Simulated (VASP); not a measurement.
# In (I4/mmm) in VASP: a series of runs

The runs below take In through single point, with PBEsol-based screened hybrid with 25 % exact exchange, PBE0.

Program: VASP 6.6.1. These are calculated values, not measurements. Logs are shortened: lines on timing, memory, paths and dates and some standing lists are left out, and cuts for length are marked.

## Step 1: The cell of the first run

Symmetry: I4/mmm, No. 139, tetragonal system. The conventional cell has a = 3.251 Å, b = 3.251 Å, c = 4.947 Å, α = 90.00°, β = 90.00°, γ = 90.00°. In (site symmetry 4/mmm) has 12 In at 3.25 to 3.38 Å within 4.3 Å.

## Step 2: Single point, PBEsol-based screened hybrid with 25 % exact exchange

Contents of POSCAR:

```
In
1.0
   -1.6254700000      1.6254700000      2.4737000000
    1.6254700000     -1.6254700000      2.4737000000
    1.6254700000      1.6254700000     -2.4737000000
In
1
Direct
    0.0000000000      0.0000000000      0.0000000000
```

Contents of INCAR.step1:

```
  PREC = Accurate
  ENCUT = 520
  EDIFF = 1E-5
  ISMEAR = -1
  SIGMA = 0.05
  LREAL = False
  LASPH = True
  NELM = 60
  ALGO = Normal
  ISIF = 2
  LWAVE = True
  LCHARG = False
  GGA = PE
  NBANDS = 12
```

Contents of INCAR.step2:

```
  PREC = Accurate
  ENCUT = 520
  EDIFF = 1E-6
  ISMEAR = -1
  SIGMA = 0.05
  LREAL = False
  LASPH = True
  NELM = 60
  ALGO = Normal
  ISIF = 2
  LWAVE = False
  LCHARG = False
  GGA = PS
  LHFCALC = True
  AEXX = 0.25
  HFSCREEN = 0.207
  PRECFOCK = Normal
  ISTART = 1
  NBANDS = 12
```

Contents of KPOINTS:

```
regular mesh
0
Gamma
  6 6 6
```

Potentials or basis: VASP PAW PBE potentials, release 64 (In_d).

Run with:

```sh
$ cat potpaw_PBE.64/In_d/POTCAR > POTCAR
$ cp INCAR.step1 INCAR
$ mpirun -np 1 vasp_std > vasp.out
$ cp INCAR.step2 INCAR
$ mpirun -np 1 vasp_std > vasp.out
```

OUTCAR:

```text
PREC = Accurate
   ENCUT = 520
   EDIFF = 1E-6
   ISMEAR = -1
   LREAL = False
   LASPH = True
   NELM = 60
   ISIF = 2
   GGA = PS
   LHFCALC = True
   AEXX = 0.25
   HFSCREEN = 0.207
   PRECFOCK = Normal
   ISTART = 1

 ion  position               nearest neighbor table
   1  0.000  0.000  0.000-

  LATTYP: Found a body centered tetragonal cell.
 ALAT       =     3.2509400000
 C/A-ratio  =     1.5218367611

  Lattice vectors:

 A1 = (  -1.6254700000,   1.6254700000,   2.4737000000)
 A2 = (   1.6254700000,  -1.6254700000,   2.4737000000)
 A3 = (   1.6254700000,   1.6254700000,  -2.4737000000)

Analysis of symmetry for initial positions (statically):
=====================================================================
 Subroutine PRICEL returns:
 Original cell was already a primitive cell.

 Routine SETGRP: Setting up the symmetry group for a
 body centered tetragonal supercell.

 Subroutine GETGRP returns: Found 16 space group operations
 (whereof 16 operations were pure point group operations)
 out of a pool of 16 trial point group operations.

The static configuration has the point symmetry D_4h.

Analysis of symmetry for dynamics (positions and initial velocities):
=====================================================================
 Subroutine PRICEL returns:
 Original cell was already a primitive cell.

 Routine SETGRP: Setting up the symmetry group for a
 body centered tetragonal supercell.

 Subroutine GETGRP returns: Found 16 space group operations
 (whereof 16 operations were pure point group operations)
 out of a pool of 16 trial point group operations.

The dynamic configuration has the point symmetry D_4h.

 Subroutine INISYM returns: Found 16 space group operations
 (whereof 16 operations are pure point group operations),
 and found     1 'primitive' translations

----------------------------------------------------------------------------------------

                                     Primitive cell

  volume of cell :      26.1436

  direct lattice vectors                    reciprocal lattice vectors
    -1.625470000  1.625470000  2.473700000     0.000000000  0.307603339  0.202126369
     1.625470000 -1.625470000  2.473700000     0.307603339  0.000000000  0.202126369
     1.625470000  1.625470000 -2.473700000     0.307603339  0.307603339  0.000000000

  length of vectors
     3.376906444  3.376906444  3.376906444     0.368069129  0.368069129  0.435016814

  position of ions in fractional coordinates (direct lattice)
     0.000000000  0.000000000  0.000000000

  ion indices of the primitive-cell ions
   primitive index   ion index
                 1           1

----------------------------------------------------------------------------------------

 KPOINTS: regular mesh

Automatic generation of k-mesh.
 Grid dimensions read from file:
 generate k-points for:    6    6    6

 Generating k-lattice:

  Cartesian coordinates                     Fractional coordinates (reciprocal lattice)
     0.000000000  0.051267223  0.033687728     0.166666667  0.000000000  0.000000000
     0.051267223  0.000000000  0.033687728     0.000000000  0.166666667  0.000000000
     0.051267223  0.051267223  0.000000000     0.000000000  0.000000000  0.166666667

  Length of vectors
     0.061344855  0.061344855  0.072502802

  Shift w.r.t. Gamma in fractional coordinates (k-lattice)
     0.000000000  0.000000000  0.000000000

 Subroutine IBZKPT returns following result:
 ===========================================

 Found     30 irreducible k-points:

 Following reciprocal coordinates:
            Coordinates               Weight
  0.000000  0.000000  0.000000      1.000000
  0.166667  0.000000 -0.000000      8.000000
  0.333333  0.000000  0.000000      8.000000
  0.500000  0.000000 -0.000000      4.000000
  0.166667  0.166667 -0.000000      8.000000
  0.333333  0.166667 -0.000000     16.000000
[... 16 lines left out ...]
 -0.333333 -0.333333  0.166667      8.000000
 -0.166667 -0.333333  0.166667      8.000000
 [... further k-points ...]
   k-points           NKPTS =     30   k-points in BZ     NKDIM =    216   number of bands    NBANDS=     12
   number of dos      NEDOS =    301   number of ions     NIONS =      1
   total plane-waves  NPLWV =  21952
   dimension x,y,z NGX =    28 NGY =   28 NGZ =   28
   dimension x,y,z NGXF=    56 NGYF=   56 NGZF=   56
   ions per type =               1
   NGX,Y,Z   is equivalent  to a cutoff of  13.78, 13.78, 13.78 a.u.
   NGXF,Y,Z  is equivalent  to a cutoff of  27.57, 27.57, 27.57 a.u.
 SYSTEM =  unknown system
   PREC   = accura    normal or accurate (medium, high low for compatibility)
   ISTART =      1    job   : 0-new  1-cont  2-samecut
   ICHARG =      0    charge: 1-file 2-atom 10-const
   ISPIN  =      1    spin polarized calculation?
   LNONCOLLINEAR =      F non collinear calculations
   LSORBIT =      F    spin-orbit coupling
   LASPH  =      T    aspherical Exc in radial PAW
   ENCUT  =  520.0 eV  38.22 Ry    6.18 a.u.   6.28  6.28  6.28*2*pi/ulx,y,z
   NELM   =     60;   NELMIN=  2; NELMDL=  0     # of ELM steps
   EDIFF  = 0.1E-05   stopping-criterion for ELM
   LREAL  =      F    real-space projection
   EDIFFG = 0.1E-04   stopping-criterion for IOM
   NSW    =      0    number of steps for IOM
   IBRION =     -1    ionic relax: 0-MD 1-quasi-New 2-CG
   NFREE  =      0    steps in history (QN), initial steepest desc. (CG)
   ISIF   =      2    stress and relaxation
   ISYM   =      3    0-nonsym 1-usesym 2-fastsym
   POTIM  = 0.5000    time-step for ionic-motion
   TEBEG  =    0.0;   TEEND  =   0.0 temperature during run
   PSTRESS=    0.0 pullay stress
   NELECT =      13.0000    total number of electrons
   NUPDOWN=      -1.0000    fix difference up-down
   EMIN   =  10.00;   EMAX   =-10.00  energy-range for DOS
   EFERMI =   0.00;   METHOD = LEGACY
   ISMEAR =    -1;   SIGMA  =   0.05  broadening in eV -4-tet -1-fermi 0-gaus
   EFERMI_NEDOS =   21; number of points for ismear=-14 and -15
   IALGO  =     38    algorithm
   IMIX   =      1    mixing-type and parameters
     AMIX     =   0.40;   BMIX     =  1.00
     AMIX_MAG =   1.60;   BMIX_MAG =  1.00
  volume/ion in A,a.u.               =      26.14       176.43
  Fermi-wavevector in a.u.,A,eV,Ry     =   1.296983  2.450943 22.887245  1.682165
  Thomas-Fermi vector in A             =   2.428405
   LORBIT       =      0    0 simple, 1 ext, 2 COOP (PROOUT), +10 PAW based schemes
   GGA     = PS    functional components
   LHFCALC =     T    Hartree Fock is set to
   PRECFOCK=normal    Normal, Fast or Accurate (Low or Medium for compatibility)
   ENCUT4O =  -1.0   cutoff for four orbital integrals eV
   NKREDX  =     1    reduce k-point grid by
   NKREDY  =     1    reduce k-point grid by
   NKREDZ  =     1    reduce k-point grid by
   AEXX    =    0.2500 exact exchange contribution
   HFSCREEN=    0.2070 screening length (either q_TF or 0.3 A-1)
   HFSCREENC=   0.2070 screening length for correlation (either q_TF or 0.3 A-1)
   ENCUTFOCK=  -1.0 apply spherical cutoff to Coloumb kernel
   IVDW    =     0    specifies the selected vdW correction
   LEPSILON=     F    determine dielectric tensor
   LRPA    =     F    only Hartree local field effects (RPA)
 non-spin polarized calculation
  energy-cutoff  :      520.00
  volume of cell :       26.14
 maximum number of plane-waves:       720
 NGX is ok and might be reduce to    28
  NGX = 20; NGY = 20; NGZ = 20

 number of electron      13.0000006 magnetization

 Free energy of the ion-electron system (eV)
  ---------------------------------------------------
  ext. energy  EPLUGINS =         0.00000000
  ---------------------------------------------------
  free energy    TOTEN  =        -3.23105439 eV

  energy without entropy =       -3.22557379  energy(sigma->0) =       -3.22831409

 E-fermi :   7.2439     XC(G=0):  -8.5909

 val. band max:        7.2420177052   @ k =  -0.3333   0.5000   0.3333
 cond. band min:       7.7442879909   @ k =   0.3333   0.3333   0.0000
 fundamental gap:      0.5022702857
 Fermi energy:         7.2439282371

 k-point     1 :       0.0000    0.0000    0.0000
  band No.  band energies     occupation
      1      -9.3507      2.00000
      2      -9.2405      2.00000
      3      -9.2405      2.00000
      4      -9.1560      2.00000
      5      -9.0465      2.00000
      6      -3.4699      2.00000
      7      18.8189      0.00000
      8      18.8189      0.00000
      9      19.0106      0.00000
     10      19.7221      0.00000
     11      22.1546      0.00000
     12      22.2690      0.00000

 k-point     2 :       0.1667    0.0000   -0.0000
  band No.  band energies     occupation
      1      -9.3198      2.00000
      2      -9.2489      2.00000
      3      -9.2043      2.00000
      4      -9.1323      2.00000
      5      -9.0572      2.00000
      6      -2.7779      2.00000
      7      13.8893      0.00000
      8      17.7149      0.00000
      9      18.1972      0.00000
     10      19.4887      0.00000
     11      21.6142      0.00000
     12      23.7877      0.00000

 k-point     3 :       0.3333    0.0000    0.0000
  band No.  band energies     occupation
      1      -9.3261      2.00000
      2      -9.2920      2.00000
      3      -9.2008      2.00000
      4      -9.0080      2.00000
      5      -9.0020      2.00000
      6      -0.6504      2.00000
      7       8.0080      0.00000
      8      16.2345      0.00000
      9      17.5548      0.00000
     10      19.3258      0.00000
     11      20.0303      0.00000
     12      22.2945      0.00000

 k-point     4 :       0.5000    0.0000   -0.0000
  band No.  band energies     occupation
      1      -9.3494      2.00000
      2      -9.3128      2.00000
      3      -9.2223      2.00000
      4      -8.9593      2.00000
      5      -8.9214      2.00000
      6       2.5132      2.00000
      7       3.5000      2.00000
      8      15.6497      0.00000
      9      17.3712      0.00000
     10      19.2067      0.00000
     11      19.5306      0.00000
     12      21.3717      0.00000

 k-point     5 :       0.1667    0.1667   -0.0000
  band No.  band energies     occupation
      1      -9.2997      2.00000
      2      -9.2247      2.00000
      3      -9.1821      2.00000
      4      -9.1428      2.00000
      5      -9.0275      2.00000
      6      -1.6489      2.00000
      7      12.4632      0.00000
      8      12.7047      0.00000
      9      17.5525      0.00000
     10      20.3977      0.00000
     11      21.0850      0.00000
     12      22.0406      0.00000
[... 228 lines left out ...]
      1      -9.3052      2.00000
      2      -9.2506      2.00000
      3      -9.1310      2.00000
      4      -9.0736      2.00000
      5      -8.9572      2.00000
      6       3.9920      2.00000
      7       5.6135      2.00000
      8       9.3471      0.00000
      9      11.4222      0.00000
     10      20.3335      0.00000
     11      22.4562      0.00000
     12      25.2509      0.00000

 k-point    22 :      -0.1667    0.5000    0.1667
  band No.  band energies     occupation
      1      -9.3612      2.00000
      2      -9.2665      2.00000
      3      -9.1511      2.00000
      4      -9.0288      2.00000
      5      -8.9502      2.00000
      6       1.9009      2.00000
      7       5.4913      2.00000
      8      11.9563      0.00000
      9      15.4518      0.00000
     10      17.7305      0.00000
     11      24.0195      0.00000
     12      24.0523      0.00000

 k-point    23 :      -0.3333   -0.3333    0.1667
  band No.  band energies     occupation
      1      -9.3515      2.00000
      2      -9.2816      2.00000
      3      -9.1201      2.00000
      4      -9.0119      2.00000
      5      -8.9990      2.00000
      6       0.9239      2.00000
      7       9.6307      0.00000
      8      10.2623      0.00000
      9      11.8119      0.00000
     10      20.6882      0.00000
     11      20.8933      0.00000
     12      23.8097      0.00000

 k-point    24 :      -0.1667   -0.3333    0.1667
  band No.  band energies     occupation
      1      -9.3918      2.00000
      2      -9.2536      2.00000
      3      -9.1209      2.00000
      4      -9.0959      2.00000
      5      -8.9805      2.00000
      6      -1.0733      2.00000
      7      10.6912      0.00000
      8      13.8803      0.00000
      9      15.1470      0.00000
     10      17.5629      0.00000
     11      21.2116      0.00000
     12      24.5785      0.00000

 [... further k-points ...]

------------------------ aborting loop because EDIFF is reached ----------------------------------------

  FORCE on cell =-STRESS in cart. coord.  units (eV):
  Direction    XX          YY          ZZ          XY          YZ          ZX
  --------------------------------------------------------------------------------------
  -------------------------------------------------------------------------------------
  Total       -0.4057938     -0.4057938     -0.5754380      0.0000000     -0.0000000      0.0000000
  in kB      -24.8685850    -24.8685850    -35.2650263      0.0000000     -0.0000000      0.0000000
  external PRESSURE =     -28.3340655 kB  Pullay stress =       0.0000000 kB

 VOLUME and BASIS-vectors are now :
 -----------------------------------------------------------------------------
  energy-cutoff  :      520.00
  volume of cell :       26.14
      direct lattice vectors                 reciprocal lattice vectors
    -1.625470000  1.625470000  2.473700000     0.000000000  0.307603339  0.202126369
     1.625470000 -1.625470000  2.473700000     0.307603339  0.000000000  0.202126369
     1.625470000  1.625470000 -2.473700000     0.307603339  0.307603339  0.000000000

 POSITION                                       TOTAL-FORCE (eV/Angst)
 -----------------------------------------------------------------------------------
      0.00000      0.00000      0.00000        -0.000000      0.000000     -0.000000
 -----------------------------------------------------------------------------------
    total drift:                                0.000003     -0.000016      0.000004

  FREE ENERGIE OF THE ION-ELECTRON SYSTEM (eV)
  ---------------------------------------------------
  free  energy   TOTEN  =        -3.2310543888 eV

  energy  without entropy=       -3.2255737866  energy(sigma->0) =       -3.22831409
```

Run time: 14 min. Hardware: 1 thread of Intel Xeon Platinum 8488C (Sapphire Rapids), shared host; peak memory 0.26 GiB.

What came out:

| Property | Result |
| --- | --- |
| Free energy | -3.2311 eV |
| Pressure | -2.8 GPa |
| Band gap on the k mesh | zero (an odd number of electrons rules out a gap without spin polarisation) |

Stress tensor (GPa, compression positive):
```
-2.49  0.00  0.00
 0.00 -2.49  0.00
 0.00  0.00 -3.53
```

Caveat: the k points lie up to 0.39 Å⁻¹ apart, too coarse for converged energies and pressures of a metal; the PAW data sets were made with another functional, which shifts forces and pressure a little; spin-orbit coupling is left out, which moves the levels of the heavy elements.

(Part 1 of 2 ends here.)
